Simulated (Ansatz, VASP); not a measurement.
**TiN: VASP beside Ansatz**

The input INCAR:

```
SYSTEM = TiN
  PREC = Accurate
  ENCUT = 520
  EDIFF = 1E-6
  ISMEAR = -1
  SIGMA = 0.08
  LREAL = .FALSE.
  LASPH = .TRUE.
  NELM = 100
  ALGO = Normal
  ISIF = 2
  LWAVE = .FALSE.
  LCHARG = .TRUE.
  GGA = CA
  LELF = .TRUE.
  LVHAR = .TRUE.
  NBANDS = 16
```

The input KPOINTS:

```
Automatic mesh
0
G
  17 17 17
  0 0 0
```

Contents of POSCAR:

```
TiN
1.0
    0.0000000000      1.9988571400      1.9988571400
    1.9988571400      0.0000000000      1.9988571400
    1.9988571400      1.9988571400      0.0000000000
Ti N
1 1
Direct
    0.0000000000      0.0000000000      0.0000000000
    0.5000000000      0.5000000000      0.5000000000
```

Input for Ansatz:

```yaml
crystal:
  lattice:
    - [0.0, 1.99885714, 1.99885714]
    - [1.99885714, 0.0, 1.99885714]
    - [1.99885714, 1.99885714, 0.0]
  atoms:
    - { symbol: Ti, position: [0.0, 0.0, 0.0] }
    - { symbol: "N", position: [0.5, 0.5, 0.5] }
kpoints:
  mp_grid: { grid: [17, 17, 17] }
scf:
  occupations: { method: fermi_dirac, width: 0.08 }
hamiltonian:
  xc: lda
  pseudopotentials: { kind: all_electron, lapw: { basis_error: 0.001 } }
output:
  forces: true
  stress: true
  eigenvalues: true
  populations: true
```

Change from the starting cell: volume scaled by 0.88, LAPW.

Alike in both runs: task single point; functional LDA; k mesh 17 × 17 × 17; occupations fermi-dirac, width 0.08 eV; no spin polarisation.

|  | VASP | Ansatz |
| --- | --- | --- |
| version | VASP 6.6.1 | Ansatz 0.2.0 |
| potentials or method | VASP PAW LDA potentials, release 64 (Ti_sv, N), cutoff 520 eV | all-electron LAPW, scalar-relativistic |

|  | VASP | Ansatz | Ansatz less VASP |
| --- | --- | --- | --- |
| pressure (GPa) | 54.9 | 53.7 | -1.12 |

LDA's correlation is that of Perdew and Zunger in VASP and of Perdew and Wang (1992) in Ansatz. Both programs put the cell under a high pressure, so it lies far from rest at this level. Ansatz ran all-electron here, and VASP with PAW potentials.
